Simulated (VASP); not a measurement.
# AlO (P4_2/mmc) in VASP: notebook

AlO is run at these levels: PBE; tasks: single point, relaxation of cell and atoms.

All numbers are computed with VASP 6.6.1; they aren't measurements. Logs are shortened: lines on timing, memory, paths and dates and some standing lists are left out, and cuts for length are marked.

## Step 1: The cell of the first run

The structure is tetragonal, space group P4_2/mmc (No. 131). The conventional cell has a = 3.023 Å, b = 3.023 Å, c = 4.902 Å, α = 90.00°, β = 90.00°, γ = 90.00°. Al (site symmetry mmm) has 4 O at 1.95 Å within 2.6 Å. O (site symmetry -4m2) has 4 Al at 1.95 Å and 2 O at 2.45 Å within 2.6 Å.

## Step 2: Single point, PBE

Contents of INCAR:

```
SYSTEM = AlO
PREC = Accurate
ENCUT = 520
EDIFF = 1E-6
ISMEAR = 0
SIGMA = 0.1
LREAL = .False.
LASPH = .True.
NELM = 60
ALGO = Normal
ISIF = 2
LWAVE = .False.
LCHARG = .True.
GGA = PE
LELF = .True.
LVHAR = .True.
NBANDS = 17
```

Contents of KPOINTS:

```
Automatic mesh
0
Gamma
  16 16 10
  0 0 0
```

Contents of POSCAR:

```
AlO
1.0
    3.0234630572      0.0000000000      0.0000000000
    0.0000000000      3.0234630572      0.0000000000
    0.0000000000      0.0000000000      4.9017252151
Al O
2 2
Direct
    0.0000000000      0.5000000000      0.0000000000
    0.5000000000      0.0000000000      0.5000000000
    0.5000000000      0.5000000000      0.2500000000
    0.5000000000      0.5000000000      0.7500000000
```

Potentials or basis: VASP PAW PBE potentials, release 64 (Al, O).

On the command line:

```
> cat potpaw_PBE.64/Al/POTCAR potpaw_PBE.64/O/POTCAR > POTCAR
> mpirun -np 1 vasp_std > vasp.out
```

OUTCAR:

```text
SYSTEM = AlO
   PREC = Accurate
   ENCUT = 520
   EDIFF = 1E-6
   ISMEAR = 0
   LREAL = .False.
   LASPH = .True.
   NELM = 60
   ISIF = 2
   GGA = PE

 ion  position               nearest neighbor table
   1  0.000  0.500  0.000-   3 1.95   4 1.95   3 1.95   4 1.95   2 3.25   2 3.25   2 3.25   2 3.25
                             2 3.25   2 3.25   2 3.25   2 3.25
   2  0.500  0.000  0.500-   3 1.95   4 1.95   3 1.95   4 1.95   1 3.25   1 3.25   1 3.25   1 3.25
                             1 3.25   1 3.25   1 3.25   1 3.25
   3  0.500  0.500  0.250-   1 1.95   2 1.95   2 1.95   1 1.95
   4  0.500  0.500  0.750-   1 1.95   2 1.95   2 1.95   1 1.95

  LATTYP: Found a simple tetragonal cell.
 ALAT       =     3.0234630572
 C/A-ratio  =     1.6212287441

  Lattice vectors:

 A1 = (   3.0234630572,   0.0000000000,   0.0000000000)
 A2 = (   0.0000000000,   3.0234630572,   0.0000000000)
 A3 = (   0.0000000000,   0.0000000000,   4.9017252151)

Analysis of symmetry for initial positions (statically):
=====================================================================
 Subroutine PRICEL returns:
 Original cell was already a primitive cell.

 Routine SETGRP: Setting up the symmetry group for a
 simple tetragonal supercell.

 Subroutine GETGRP returns: Found 16 space group operations
 (whereof  8 operations were pure point group operations)
 out of a pool of 16 trial point group operations.

The static configuration has the point symmetry D_2h.
 The point group associated with its full space group is D_4h.

Analysis of symmetry for dynamics (positions and initial velocities):
=====================================================================
 Subroutine PRICEL returns:
 Original cell was already a primitive cell.

 Routine SETGRP: Setting up the symmetry group for a
 simple tetragonal supercell.

 Subroutine GETGRP returns: Found 16 space group operations
 (whereof  8 operations were pure point group operations)
 out of a pool of 16 trial point group operations.

The dynamic configuration has the point symmetry D_2h.
 The point group associated with its full space group is D_4h.

 Subroutine INISYM returns: Found 16 space group operations
 (whereof  8 operations are pure point group operations),
 and found     1 'primitive' translations

----------------------------------------------------------------------------------------

                                     Primitive cell

  volume of cell :      44.8083

  direct lattice vectors                    reciprocal lattice vectors
     3.023463057  0.000000000  0.000000000     0.330746558  0.000000000  0.000000000
[... 96 lines left out ...]
   ISIF   =      2    stress and relaxation
   ISYM   =      2    0-nonsym 1-usesym 2-fastsym
   POTIM  = 0.5000    time-step for ionic-motion
   TEBEG  =    0.0;   TEEND  =   0.0 temperature during run
   PSTRESS=    0.0 pullay stress
   NELECT =      18.0000    total number of electrons
   NUPDOWN=      -1.0000    fix difference up-down
   EMIN   =  10.00;   EMAX   =-10.00  energy-range for DOS
   EFERMI =   0.00;   METHOD = LEGACY
   ISMEAR =     0;   SIGMA  =   0.10  broadening in eV -4-tet -1-fermi 0-gaus
   EFERMI_NEDOS =   21; number of points for ismear=-14 and -15
   IALGO  =     38    algorithm
   IMIX   =      4    mixing-type and parameters
     AMIX     =   0.40;   BMIX     =  1.00
     AMIX_MAG =   1.60;   BMIX_MAG =  1.00
  volume/ion in A,a.u.               =      11.20        75.60
  Fermi-wavevector in a.u.,A,eV,Ry     =   1.207942  2.282680 19.852600  1.459125
  Thomas-Fermi vector in A             =   2.343565
   LORBIT       =      0    0 simple, 1 ext, 2 COOP (PROOUT), +10 PAW based schemes
   GGA     = PE    functional components
   LHFCALC =     F    Hartree Fock is set to
   AEXX    =    0.0000 exact exchange contribution
   IVDW    =     0    specifies the selected vdW correction
   LEPSILON=     F    determine dielectric tensor
   LRPA    =     F    only Hartree local field effects (RPA)
 non-spin polarized calculation
 Gauss-broadening in eV      SIGMA  =   0.10
  energy-cutoff  :      520.00
  volume of cell :       44.81
 maximum number of plane-waves:      1226
 NGX is ok and might be reduce to    24
   NGX = 11   NGY = 11   NGZ = 19

 number of electron      17.9999998 magnetization

 Free energy of the ion-electron system (eV)
  ---------------------------------------------------
  ext. energy  EPLUGINS =         0.00000000
  ---------------------------------------------------
  free energy    TOTEN  =       -24.71134625 eV

  energy without entropy =      -24.70325037  energy(sigma->0) =      -24.70729831

 E-fermi :   8.2172     XC(G=0): -10.7160

 val. band max:        8.2125961235   @ k =   0.5000   0.1875   0.3000
 cond. band min:       8.2253379767   @ k =   0.5000   0.2500   0.5000
 fundamental gap:      0.0127418532
 Fermi energy:         8.2172166856

 k-point     1 :       0.0000    0.0000    0.0000
  band No.  band energies     occupation
      1     -13.7453      2.00000
      2     -12.0777      2.00000
      3      -1.8435      2.00000
      4       2.1222      2.00000
      5       2.1222      2.00000
      6       3.1140      2.00000
[... 457 lines left out ...]
      4      -0.8468      2.00000
      5       0.9374      2.00000
      6       1.9679      2.00000
[... 9 lines left out ...]
     16      19.3191      0.00000
     17      19.3416      0.00000

 [... further k-points ...]

------------------------ aborting loop because EDIFF is reached ----------------------------------------

  FORCE on cell =-STRESS in cart. coord.  units (eV):
  Direction    XX          YY          ZZ          XY          YZ          ZX
  --------------------------------------------------------------------------------------
  -------------------------------------------------------------------------------------
  Total       -0.0424663     -0.0424663      0.0342509     -0.0000000      0.0000000      0.0000000
  in kB       -1.5184378     -1.5184378      1.2246843     -0.0000000      0.0000000      0.0000000
  external PRESSURE =      -0.6040638 kB  Pullay stress =       0.0000000 kB

 VOLUME and BASIS-vectors are now :
 -----------------------------------------------------------------------------
  energy-cutoff  :      520.00
  volume of cell :       44.81
      direct lattice vectors                 reciprocal lattice vectors
     3.023463057  0.000000000  0.000000000     0.330746558  0.000000000  0.000000000
     0.000000000  3.023463057  0.000000000     0.000000000  0.330746558  0.000000000
     0.000000000  0.000000000  4.901725215     0.000000000  0.000000000  0.204009804

 POSITION                                       TOTAL-FORCE (eV/Angst)
 -----------------------------------------------------------------------------------
      0.00000      1.51173      0.00000         0.000000      0.000000      0.000000
      1.51173      0.00000      2.45086         0.000000      0.000000      0.000000
      1.51173      1.51173      1.22543         0.000000     -0.000000     -0.000000
      1.51173      1.51173      3.67629        -0.000000      0.000000     -0.000000
 -----------------------------------------------------------------------------------
    total drift:                                0.000000     -0.000000     -0.000000

  FREE ENERGIE OF THE ION-ELECTRON SYSTEM (eV)
  ---------------------------------------------------
  free  energy   TOTEN  =       -24.7113462546 eV

  energy  without entropy=      -24.7032503653  energy(sigma->0) =      -24.70729831
```

It took 3.8 min on 1 thread of AMD EPYC 7R13, shared host; peak memory 0.25 GiB.

Results:

* Free energy: -24.7113 eV
* Pressure: -0.1 GPa
* Band gap on the k mesh: zero (bands 9 and 10 overlap by 2.62 eV)

## Step 3: Relaxation of cell and atoms, PBE

Contents of INCAR:

```
ALGO = Normal
EDIFF = 1E-6
EDIFFG = -0.01
ENCUT = 600
GGA = PE
IBRION = 2
ISIF = 3
ISMEAR = 0
LASPH = True
LCHARG = False
LREAL = False
LWAVE = False
NELM = 100
NSW = 100
PREC = Accurate
SIGMA = 0.1
```

Contents of KPOINTS:

```
k-points
0
Gamma
  16 16 10
```

Contents of POSCAR:

```
AlO
1.0
    3.0259966393      0.0000000000      0.0000000000
    0.0000000000      3.0259966393      0.0000000000
    0.0000000000      0.0000000000      4.8943619441
Al O
2 2
Direct
    0.0000000000      0.5000000000      0.0000000000
    0.5000000000      0.0000000000      0.5000000000
    0.5000000000      0.5000000000      0.2500000000
    0.5000000000      0.5000000000      0.7500000000
```

Potentials or basis: VASP PAW PBE potentials, release 64 (Al, O).

On the command line:

```
> cat potpaw_PBE.64/Al/POTCAR potpaw_PBE.64/O/POTCAR > POTCAR
> mpirun -np 1 vasp_std > vasp.out
```

Wall time 6.1 min (1 thread of AMD EPYC 7R13, shared host); peak memory 0.27 GiB.

Results (log left out):

```yaml
Free_energy: -24.7179 eV
Relaxed_volume: 11.18 Å³/atom
Relaxed_cell: a = 3.020 Å, b = 3.020 Å, c = 4.905 Å, α = 90.00°, β = 90.00°, γ = 90.00°
Space_group_after_relaxing_to_0.1_Å: P4_2/mmc (No. 131)
Energy_gained_by_relaxing: 0.1 meV/atom
Ionic_steps: 4
Pressure_after_relaxing: 0.0 GPa
Band_gap_on_the_k_mesh: zero (bands 9 and 10 overlap by 2.61 eV)
```

The path:
| step | energy change (eV) | largest force (eV/Å) | pressure (GPa) | volume (Å³) |
| --- | --- | --- | --- | --- |
| 1 | 0.0000 | 0.0000 | -0.25 | 44.82 |
| 2 | -0.0003 | 0.0000 | 0.09 | 44.70 |
| 3 | -0.0003 | 0.0000 | 0.15 | 44.68 |
| 4 | -0.0003 | 0.0000 | -0.01 | 44.72 |

Final structure:
```yaml
crystal:
  lattice:
    - [3.01962, 0.00000, 0.00000]
    - [0.00000, 3.01962, 0.00000]
    - [0.00000, 0.00000, 4.90477]
  atoms:
    - { symbol: Al, position: [0.00000, 0.50000, 0.00000] }
    - { symbol: Al, position: [0.50000, 0.00000, 0.50000] }
    - { symbol: O, position: [0.50000, 0.50000, 0.25000] }
    - { symbol: O, position: [0.50000, 0.50000, 0.75000] }
```

Levels at points of the mesh, in eV from the Fermi level:
| k point | band 6 | band 7 | band 8 | band 9 | band 10 | band 11 | band 12 | band 13 |
| --- | --- | --- | --- | --- | --- | --- | --- | --- |
| (0.00, 0.00, 0.00) | -5.11 | -5.11 | -4.10 | -3.85 | 1.94 | 2.16 | 6.69 | 8.77 |
| (0.50, 0.00, 0.00) | -5.72 | -4.85 | -3.75 | -0.44 | 0.94 | 2.40 | 6.54 | 7.36 |
| (0.50, 0.50, 0.00) | -6.69 | -6.69 | -3.68 | -2.66 | 2.52 | 3.74 | 4.50 | 4.50 |
| (0.00, 0.00, 0.50) | -5.66 | -5.61 | -5.61 | -1.97 | -1.97 | 7.50 | 7.50 | 8.30 |
| (0.50, 0.00, 0.50) | -6.66 | -5.32 | -5.30 | 0.64 | 0.89 | 3.98 | 4.53 | 8.67 |
| (0.50, 0.50, 0.50) | -7.55 | -6.34 | -6.34 | -1.23 | -1.23 | 6.17 | 6.17 | 6.50 |
